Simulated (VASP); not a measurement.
Here is a VASP 6.6.1 calculation.

The input INCAR:

```
SYSTEM = Co
ALGO     = Normal         ! electronic algorithm
EDIFF    = 1E-6           ! SCF threshold, eV
ENCUT    = 520            ! plane-wave cutoff, eV
GGA      = PE             ! functional
ISIF     = 2              ! what is computed and relaxed
ISMEAR   = -1             ! smearing method
ISPIN    = 2              ! spin polarisation
LASPH    = .TRUE.         ! aspherical terms in the spheres
LCHARG   = .TRUE.         ! write CHGCAR
LELF     = .TRUE.         ! ELF
LMAXMIX  = 4              ! l up to which the mixer works
LORBIT   = 11             ! projections on sites
LREAL    = .FALSE.        ! projectors in reciprocal space
LVHAR    = .TRUE.       
LWAVE    = .FALSE.        ! write WAVECAR
MAGMOM   = 2.5 2.5 2.5 2.5 ! initial moments
NBANDS   = 30             ! bands
NELM     = 150            ! most SCF steps
PREC     = Accurate       ! precision mode
SIGMA    = 0.15           ! smearing width, eV
```

The input KPOINTS:

```
k-points
0
G
  11 11 3
  0 0 0
```

File POSCAR:

```
Co
1.0
    2.4258358706      0.0000000000      0.0000000000
   -1.2129179353      2.1008354863      0.0000000000
    0.0000000000      0.0000000000      7.9418081510
Co
4
Direct
    0.0000000000      0.0000000000      0.0000000000
    0.3333333333      0.6666666667      0.2500000000
    0.0000000000      0.0000000000      0.5000000000
    0.6666666667      0.3333333333      0.7500000000
```

Potentials or basis: VASP PAW PBE potentials, release 64 (Co).

Run with:

```bash
$ cat potpaw_PBE.64/Co/POTCAR > POTCAR
$ mpirun -np 1 vasp_std > vasp.out
```

Q: Predict the pressure.

A: 17.3 GPa.

Q: Estimate the net moment.

A: 6.11 μB per cell.

Q: Predict the site moments.

A: Co +1.53, +1.54 (each value once) μB.

Stress tensor (GPa, compression positive):
```
18.22  0.00  0.00
 0.00 18.22  0.00
 0.00  0.00 15.32
```

Caveat: the cell stands under pressure.
